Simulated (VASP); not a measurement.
# LiTaO2 (Cmmm) in VASP: a series of runs

The runs below take LiTaO2 through single point, with PBE.

Program: VASP 6.6.1. These are calculated values, not measurements. Logs are shortened: lines on timing, memory, paths and dates and some standing lists are left out, and cuts for length are marked.

**1. The cell of the first run**

It takes space group Cmmm (No. 65, orthorhombic). Conventional cell: a = 7.239 Å, b = 8.901 Å, c = 3.049 Å, α = 90.00°, β = 90.00°, γ = 90.00°. Within 2.4 Å of Li (site symmetry mmm) lie 2 O at 1.77 Å. Ta (site symmetry mmm) has 2 O at 1.85 Å within 2.5 Å. O (site symmetry 2mm) has 1 Li at 1.77 Å and 1 Ta at 1.85 Å within 2.4 Å.

The cell was generated, and may not be a known phase.

**2. Single point, PBE**

INCAR

```
SYSTEM = LiTaO2
  ALGO = Normal
  EDIFF = 1E-6
  ENCUT = 880
  GGA = PE
  GGA_COMPAT = .FALSE.
  ISIF = 2
  ISMEAR = 0
  LASPH = .TRUE.
  LCHARG = .FALSE.
  LREAL = .FALSE.
  LWAVE = .FALSE.
  NBANDS = 22
  NELM = 120
  PREC = Accurate
  SIGMA = 0.1
```

KPOINTS

```
k-points
0
G
  8 8 16
  0 0 0
```

POSCAR

```
LiTaO2
1.0
    3.6193652117     -4.4502918805      0.0000000000
    3.6193652117      4.4502918805      0.0000000000
    0.0000000000      0.0000000000      3.0485439405
Li Ta O
1 1 2
Direct
    0.0000000000      0.0000000000      0.0000000000
    0.5000000000      0.5000000000      0.0000000000
    0.7553821024      0.7553821024      0.0000000000
    0.2446178976      0.2446178976      0.0000000000
```

Potentials or basis: VASP PAW PBE potentials, release 64 (Li_sv, Ta_sv_GW, O).

The run is started by

```console
$ cat potpaw_PBE.64/Li_sv/POTCAR potpaw_PBE.64/Ta_sv_GW/POTCAR potpaw_PBE.64/O/POTCAR > POTCAR
$ mpirun -np 1 vasp_std > vasp.out
```

OUTCAR:

```text
SYSTEM = LiTaO2
   EDIFF = 1E-6
   ENCUT = 880
   GGA = PE
   ISIF = 2
   ISMEAR = 0
   LASPH = .TRUE.
   LREAL = .FALSE.
   NELM = 120
   PREC = Accurate

 ion  position               nearest neighbor table
   1  0.000  0.000  0.000-   3 1.77   4 1.77
   2  0.500  0.500  0.000-   3 1.85   4 1.85
   3  0.755  0.755  0.000-   1 1.77   2 1.85
   4  0.245  0.245  0.000-   1 1.77   2 1.85

  LATTYP: Found a base centered orthorhombic cell.
 ALAT       =     7.2387304234
 B/A-ratio  =     1.2295780117
 C/A-ratio  =     0.4211434550

  Lattice vectors:

 A1 = (   3.6193652117,  -4.4502918805,   0.0000000000)
 A2 = (   3.6193652117,   4.4502918805,   0.0000000000)
 A3 = (   0.0000000000,   0.0000000000,   3.0485439405)

Analysis of symmetry for initial positions (statically):
=====================================================================
 Subroutine PRICEL returns:
 Original cell was already a primitive cell.

 Routine SETGRP: Setting up the symmetry group for a
 base centered orthorhombic supercell.

 Subroutine GETGRP returns: Found  8 space group operations
 (whereof  8 operations were pure point group operations)
 out of a pool of  8 trial point group operations.

The static configuration has the point symmetry D_2h.

Analysis of symmetry for dynamics (positions and initial velocities):
=====================================================================
 Subroutine PRICEL returns:
 Original cell was already a primitive cell.

 Routine SETGRP: Setting up the symmetry group for a
 base centered orthorhombic supercell.

 Subroutine GETGRP returns: Found  8 space group operations
 (whereof  8 operations were pure point group operations)
 out of a pool of  8 trial point group operations.

The dynamic configuration has the point symmetry D_2h.

 Subroutine INISYM returns: Found  8 space group operations
 (whereof  8 operations are pure point group operations),
 and found     1 'primitive' translations

----------------------------------------------------------------------------------------

                                     Primitive cell

  volume of cell :      98.2072

  direct lattice vectors                    reciprocal lattice vectors
     3.619365212 -4.450291881  0.000000000     0.138145772 -0.112352181  0.000000000
     3.619365212  4.450291881  0.000000000     0.138145772  0.112352181  0.000000000
     0.000000000  0.000000000  3.048543941     0.000000000  0.000000000  0.328025451

  length of vectors
     5.736279487  5.736279487  3.048543941     0.178065344  0.178065344  0.328025451

  position of ions in fractional coordinates (direct lattice)
     0.000000000  0.000000000  0.000000000
     0.500000000  0.500000000  0.000000000
     0.755382102  0.755382102  0.000000000
     0.244617898  0.244617898  0.000000000

  ion indices of the primitive-cell ions
   primitive index   ion index
                 1           1
                 2           2
                 3           3
                 4           4

----------------------------------------------------------------------------------------

 KPOINTS: k-points

Automatic generation of k-mesh.
 Grid dimensions read from file:
 generate k-points for:    8    8   16

 Generating k-lattice:

  Cartesian coordinates                     Fractional coordinates (reciprocal lattice)
     0.017268221 -0.014044023  0.000000000     0.125000000  0.000000000  0.000000000
     0.017268221  0.014044023  0.000000000     0.000000000  0.125000000  0.000000000
     0.000000000  0.000000000  0.020501591     0.000000000  0.000000000  0.062500000

  Length of vectors
     0.022258168  0.022258168  0.020501591

  Shift w.r.t. Gamma in fractional coordinates (k-lattice)
     0.000000000  0.000000000  0.000000000

 Subroutine IBZKPT returns following result:
 ===========================================

 Found    189 irreducible k-points:

 Following reciprocal coordinates:
            Coordinates               Weight
  0.000000  0.000000  0.000000      1.000000
  0.125000  0.000000  0.000000      4.000000
  0.250000  0.000000  0.000000      4.000000
  0.375000 -0.000000  0.000000      4.000000
  0.500000  0.000000  0.000000      2.000000
  0.125000  0.125000  0.000000      2.000000
[... 16 lines left out ...]
  0.125000  0.000000  0.062500      8.000000
  0.250000  0.000000  0.062500      8.000000
 [... further k-points ...]
   k-points           NKPTS =    189   k-points in BZ     NKDIM =    189   number of bands    NBANDS=     22
   number of dos      NEDOS =    301   number of ions     NIONS =      4
   total plane-waves  NPLWV =  94080
   dimension x,y,z NGX =    56 NGY =   56 NGZ =   30
   dimension x,y,z NGXF=   112 NGYF=  112 NGZF=   60
   ions per type =               1   1   2
   NGX,Y,Z   is equivalent  to a cutoff of  16.23, 16.23, 16.36 a.u.
   NGXF,Y,Z  is equivalent  to a cutoff of  32.46, 32.46, 32.72 a.u.
 SYSTEM =  LiTaO2
   PREC   = accura    normal or accurate (medium, high low for compatibility)
   ISTART =      0    job   : 0-new  1-cont  2-samecut
   ICHARG =      2    charge: 1-file 2-atom 10-const
   ISPIN  =      1    spin polarized calculation?
   LNONCOLLINEAR =      F non collinear calculations
   LSORBIT =      F    spin-orbit coupling
   LASPH  =      T    aspherical Exc in radial PAW
   ENCUT  =  880.0 eV  64.68 Ry    8.04 a.u.  13.87 13.87  7.37*2*pi/ulx,y,z
   NELM   =    120;   NELMIN=  2; NELMDL= -5     # of ELM steps
   EDIFF  = 0.1E-05   stopping-criterion for ELM
   LREAL  =      F    real-space projection
   EDIFFG = 0.1E-04   stopping-criterion for IOM
   NSW    =      0    number of steps for IOM
   IBRION =     -1    ionic relax: 0-MD 1-quasi-New 2-CG
   NFREE  =      0    steps in history (QN), initial steepest desc. (CG)
   ISIF   =      2    stress and relaxation
   ISYM   =      2    0-nonsym 1-usesym 2-fastsym
   POTIM  = 0.5000    time-step for ionic-motion
   TEBEG  =    0.0;   TEEND  =   0.0 temperature during run
   PSTRESS=    0.0 pullay stress
   NELECT =      28.0000    total number of electrons
   NUPDOWN=      -1.0000    fix difference up-down
   EMIN   =  10.00;   EMAX   =-10.00  energy-range for DOS
   EFERMI =   0.00;   METHOD = LEGACY
   ISMEAR =     0;   SIGMA  =   0.10  broadening in eV -4-tet -1-fermi 0-gaus
   EFERMI_NEDOS =   21; number of points for ismear=-14 and -15
   IALGO  =     38    algorithm
   IMIX   =      4    mixing-type and parameters
     AMIX     =   0.40;   BMIX     =  1.00
     AMIX_MAG =   1.60;   BMIX_MAG =  1.00
  volume/ion in A,a.u.               =      24.55       165.68
  Fermi-wavevector in a.u.,A,eV,Ry     =   1.077490  2.036160 15.796142  1.160984
  Thomas-Fermi vector in A             =   2.213403
   LORBIT       =      0    0 simple, 1 ext, 2 COOP (PROOUT), +10 PAW based schemes
   GGA     = PE    functional components
   LHFCALC =     F    Hartree Fock is set to
   AEXX    =    0.0000 exact exchange contribution
   IVDW    =     0    specifies the selected vdW correction
   LEPSILON=     F    determine dielectric tensor
   LRPA    =     F    only Hartree local field effects (RPA)
 non-spin polarized calculation
 Gauss-broadening in eV      SIGMA  =   0.10
  energy-cutoff  :      880.00
  volume of cell :       98.21
 maximum number of plane-waves:      5858
   NGX = 27   NGY = 27   NGZ = 15

 number of electron      28.0000000 magnetization

 Free energy of the ion-electron system (eV)
  ---------------------------------------------------
  ext. energy  EPLUGINS =         0.00000000
  ---------------------------------------------------
  free energy    TOTEN  =       -30.44216659 eV

  energy without entropy =      -30.42785264  energy(sigma->0) =      -30.43500962

 E-fermi :   0.1091     XC(G=0):  -7.0360

 val. band max:        0.1084300756   @ k =   0.0000   0.0000   0.1250
 cond. band min:       0.1161619402   @ k =   0.5000   0.5000   0.3125
 fundamental gap:      0.0077318646
 Fermi energy:         0.1091255417

 k-point     1 :       0.0000    0.0000    0.0000
  band No.  band energies     occupation
      1     -68.3215      2.00000
      2     -44.0645      2.00000
      3     -35.0797      2.00000
      4     -34.7191      2.00000
      5     -34.4726      2.00000
      6     -17.2375      2.00000
[... 14 lines left out ...]
     21       7.8757      0.00000
     22       8.1085      0.00000

 k-point     2 :       0.1250    0.0000    0.0000
  band No.  band energies     occupation
      1     -68.3215      2.00000
      2     -44.0645      2.00000
      3     -35.0797      2.00000
      4     -34.7190      2.00000
      5     -34.4726      2.00000
      6     -17.2454      2.00000
[... 14 lines left out ...]
     21       7.5050      0.00000
     22       8.0849      0.00000

 k-point     3 :       0.2500    0.0000    0.0000
  band No.  band energies     occupation
      1     -68.3215      2.00000
      2     -44.0645      2.00000
      3     -35.0797      2.00000
      4     -34.7190      2.00000
      5     -34.4726      2.00000
      6     -17.2639      2.00000
[... 14 lines left out ...]
     21       7.1304      0.00000
     22       7.9494      0.00000

 k-point     4 :       0.3750   -0.0000    0.0000
  band No.  band energies     occupation
      1     -68.3215      2.00000
      2     -44.0645      2.00000
      3     -35.0797      2.00000
      4     -34.7190      2.00000
      5     -34.4726      2.00000
      6     -17.2817      2.00000
[... 14 lines left out ...]
     21       6.7040      0.00000
     22       8.0617      0.00000

 k-point     5 :       0.5000    0.0000    0.0000
  band No.  band energies     occupation
      1     -68.3215      2.00000
      2     -44.0645      2.00000
      3     -35.0797      2.00000
      4     -34.7190      2.00000
      5     -34.4726      2.00000
      6     -17.2889      2.00000
[... 417 lines left out ...]
 k-point    22 :       0.0000    0.0000    0.0625
  band No.  band energies     occupation
      1     -68.3207      2.00000
      2     -44.0643      2.00000
      3     -35.0781      2.00000
      4     -34.7174      2.00000
      5     -34.4886      2.00000
      6     -17.2286      2.00000
[... 14 lines left out ...]
     21       7.9057      0.00000
     22       8.3163      0.00000

 k-point    23 :       0.1250    0.0000    0.0625
  band No.  band energies     occupation
      1     -68.3207      2.00000
      2     -44.0643      2.00000
      3     -35.0781      2.00000
      4     -34.7174      2.00000
      5     -34.4886      2.00000
      6     -17.2366      2.00000
[... 14 lines left out ...]
     21       7.6073      0.00000
     22       8.1778      0.00000

 k-point    24 :       0.2500    0.0000    0.0625
  band No.  band energies     occupation
      1     -68.3207      2.00000
      2     -44.0643      2.00000
      3     -35.0782      2.00000
      4     -34.7174      2.00000
      5     -34.4886      2.00000
      6     -17.2551      2.00000
[... 14 lines left out ...]
     21       7.2462      0.00000
     22       8.0268      0.00000

 [... further k-points ...]
[... 5 lines left out ...]
  --------------------------------------------------------------------------------------
  -------------------------------------------------------------------------------------
  Total        0.4533530      0.0247655     -0.0434332      0.0000000      0.0000000      0.0000000
  in kB        7.3961168      0.4040312     -0.7085804      0.0000000      0.0000000      0.0000000
  external PRESSURE =       2.3638559 kB  Pullay stress =       0.0000000 kB

 VOLUME and BASIS-vectors are now :
 -----------------------------------------------------------------------------
  energy-cutoff  :      880.00
  volume of cell :       98.21
      direct lattice vectors                 reciprocal lattice vectors
     3.619365212 -4.450291881  0.000000000     0.138145772 -0.112352181  0.000000000
     3.619365212  4.450291881  0.000000000     0.138145772  0.112352181  0.000000000
     0.000000000  0.000000000  3.048543941     0.000000000  0.000000000  0.328025451

 POSITION                                       TOTAL-FORCE (eV/Angst)
 -----------------------------------------------------------------------------------
      0.00000      0.00000      0.00000         0.000000     -0.000000      0.000000
      3.61937      0.00000      0.00000         0.000000      0.000000      0.000000
      5.46801      0.00000      0.00000         0.057582      0.000000     -0.000000
      1.77072      0.00000      0.00000        -0.057582      0.000000      0.000000
 -----------------------------------------------------------------------------------
    total drift:                                0.000000      0.000000     -0.000000

  FREE ENERGIE OF THE ION-ELECTRON SYSTEM (eV)
  ---------------------------------------------------
  free  energy   TOTEN  =       -30.4421665905 eV

  energy  without entropy=      -30.4278526424  energy(sigma->0) =      -30.43500962
```

Wall time 12 min (1 thread of AMD EPYC 9R45 (Zen 5), shared host); peak memory 0.96 GiB.

What came out:

```yaml
Free_energy: -30.4422 eV
Pressure: 0.2 GPa
Largest_force: 0.058 eV/Å
Band_gap_on_the_k_mesh: zero (bands 14 and 15 overlap by 0.23 eV)
```

Forces on the atoms (eV/Å):
```
Li   0.000  0.000  0.000
Ta   0.000  0.000  0.000
O    0.058  0.000  0.000
O   -0.058  0.000  0.000
```

Levels at points of the mesh, in eV from the Fermi level:
```csv
k point,band 11,band 12,band 13,band 14,band 15,band 16,band 17,band 18
"(0.00, 0.00, 0.00)",-2.09,-1.92,-1.90,-0.88,-0.18,2.54,3.19,3.83
"(0.50, 0.00, 0.00)",-2.19,-1.94,-1.74,-0.81,0.00,2.54,2.86,3.45
"(0.50, 0.50, 0.00)",-2.59,-1.91,-1.90,-0.87,0.15,2.53,3.10,3.69
"(0.00, 0.00, 0.50)",-2.89,-1.69,-1.68,-0.61,0.88,3.24,4.13,4.15
"(0.50, 0.00, 0.50)",-2.66,-1.70,-1.36,-0.66,0.97,2.79,3.94,4.17
"(0.50, 0.50, 0.50)",-2.80,-1.92,-1.67,-0.71,1.06,3.26,3.98,4.06
```

Caveat: spin-orbit coupling is left out, which moves the levels of the heavy elements.

**3. Single point, PBE**

This run uses another cell than the first one, of 21.47 Å³/atom.

INCAR

```
SYSTEM = LiTaO2
PREC = Accurate ; ENCUT = 880
EDIFF = 1E-6 ; ISMEAR = 0
SIGMA = 0.1 ; LREAL = .FALSE.
LASPH = .TRUE. ; NELM = 120
ALGO = Normal ; ISIF = 2
LWAVE = .FALSE. ; LCHARG = .FALSE.
GGA = PE ; NBANDS = 22
GGA_COMPAT = .FALSE.
```

KPOINTS

```
Automatic mesh
0
G
  6 6 6
  0 0 0
```

POSCAR

```
LiTaO2
1.0
    3.9521637828     -3.6111727493      0.0000000000
    3.9521637828      3.6111727493      0.0000000000
    0.0000000000      0.0000000000      3.0087994235
Li Ta O
1 1 2
Direct
    0.0000000000      0.0000000000      0.0000000000
    0.5000000000      0.5000000000      0.0000000000
    0.7561586486      0.2438413514      0.0000000000
    0.2438413514      0.7561586486      0.0000000000
```

Potentials or basis: VASP PAW PBE potentials, release 64 (Li_sv, Ta_sv_GW, O).

The run is started by

```console
$ cat potpaw_PBE.64/Li_sv/POTCAR potpaw_PBE.64/Ta_sv_GW/POTCAR potpaw_PBE.64/O/POTCAR > POTCAR
$ mpirun -np 1 vasp_std > vasp.out
```

Run time: 5.3 min. Hardware: 1 thread of Intel Xeon Platinum 8259CL at 2.50GHz (Skylake/Cascade Lake), shared host; peak memory 0.44 GiB.

It converged, with:

```yaml
Free_energy: -30.4499 eV
Pressure: 0.4 GPa
Largest_force: 0.055 eV/Å
Band_gap_on_the_k_mesh: zero (bands 14 and 15 overlap by 0.10 eV)
```

Forces in eV/Å, atoms in the order of the input:
```
Li   0.000  0.000  0.000
Ta   0.000  0.000  0.000
O    0.000 -0.055  0.000
O    0.000  0.055  0.000
```

Stress tensor (GPa, compression positive):
```
 0.33  0.00  0.00
 0.00  0.80  0.00
 0.00  0.00 -0.07
```

Levels at points of the mesh, in eV from the Fermi level:
| k point | band 12 | band 13 | band 14 | band 15 | band 16 | band 17 |
| --- | --- | --- | --- | --- | --- | --- |
| (0.00, 0.00, 0.00) | -1.91 | -1.79 | -0.81 | -0.15 | 2.76 | 3.01 |
| (0.50, 0.00, 0.00) | -1.84 | -1.76 | -0.74 | 0.05 | 2.75 | 2.91 |
| (0.50, 0.50, 0.00) | -1.91 | -1.81 | -0.79 | 0.20 | 2.74 | 3.40 |
| (0.00, 0.00, 0.50) | -1.69 | -1.55 | -0.59 | 0.98 | 3.21 | 4.26 |
| (0.50, 0.00, 0.50) | -1.67 | -1.35 | -0.66 | 1.08 | 2.77 | 4.02 |
| (0.50, 0.50, 0.50) | -2.03 | -1.67 | -0.74 | 1.19 | 3.28 | 3.90 |

Caveat: spin-orbit coupling is left out, which moves the levels of the heavy elements.

(Part 1 of 2 ends here.)

The gap in the log of VASP goes by the Fermi energy; the results here count the filled bands.